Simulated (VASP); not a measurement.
Write the native input for VASP 6.6.1 that does the following.

```
Task                   : relaxation of cell and atoms
Functional             : PBEsol
Dispersion             : D4
Potentials or basis    : VASP PAW PBE potentials, release 64 (W_sv, C)
Cutoff                 : 600 eV
k mesh                 : 10 × 10 × 6
Occupations            : fermi-dirac, width 0.05 eV
Spin                   : no spin polarisation
Dipole correction      : no
Further INCAR settings : ALGO = Normal; EDIFF = 1e-07; IBRION = 2; EDIFFG = -0.01; NSW = 60; ISIF = 3
```

The structure of WC lies in POSCAR:

```
WC
1.0
    1.6403461100     -2.1180379000      0.0000000000
    1.6403461100      2.1180379000      0.0000000000
    0.0000000000      0.0000000000      4.3094211000
W C
1 1
Direct
    0.5000000000      0.5000000000      0.5000000000
    0.0000000000      0.0000000000      0.0000000000
```

The input as run:

INCAR

```
ALGO = Normal
EDIFF = 1E-7
EDIFFG = -0.01
ENCUT = 600
GGA = PS
IBRION = 2
ISIF = 3
ISMEAR = -1
IVDW = 13
LASPH = T
LCHARG = F
LREAL = F
LWAVE = F
NELM = 60
NSW = 60
PREC = Accurate
SIGMA = 0.05
```

KPOINTS

```
k-points
0
Gamma
  10 10 6
```

Potentials or basis: VASP PAW PBE potentials, release 64 (W_sv, C).

The run is started by

```bash
$ cat potpaw_PBE.64/W_sv/POTCAR potpaw_PBE.64/C/POTCAR > POTCAR
$ mpirun -np 1 vasp_std > vasp.out
```

Results of the run:

- Relaxed volume: 11.18 Å³/atom
- Relaxed cell: a = 2.934 Å, b = 2.934 Å, c = 2.995 Å, α = 90.00°, β = 90.00°, γ = 119.92°
- Space group after relaxing (to 0.05 Å): Cmmm (No. 65)
- Energy gained by relaxing: 2146.2 meV/atom
- Ionic steps: 17
- Pressure after relaxing: 0.1 GPa
- Band gap on the k mesh: zero (band 9 reaches 13.17 eV, above the bottom of band 10 at 9.78 eV)
- Dispersion energy per atom: -0.264 eV

Caveat: the volume moved by over 15 % at a fixed basis, so the end points are rough; the PAW data sets were made with another functional, which shifts forces and pressure a little; spin-orbit coupling is left out, which moves the levels of the heavy elements; pairwise dispersion overbinds metals, which lowers pressure and volume.

It took 4.3 min on 1 thread of Intel(R) Xeon(R) 6975P-C (Granite Rapids), with other jobs on the host, peak memory 0.24 GiB.
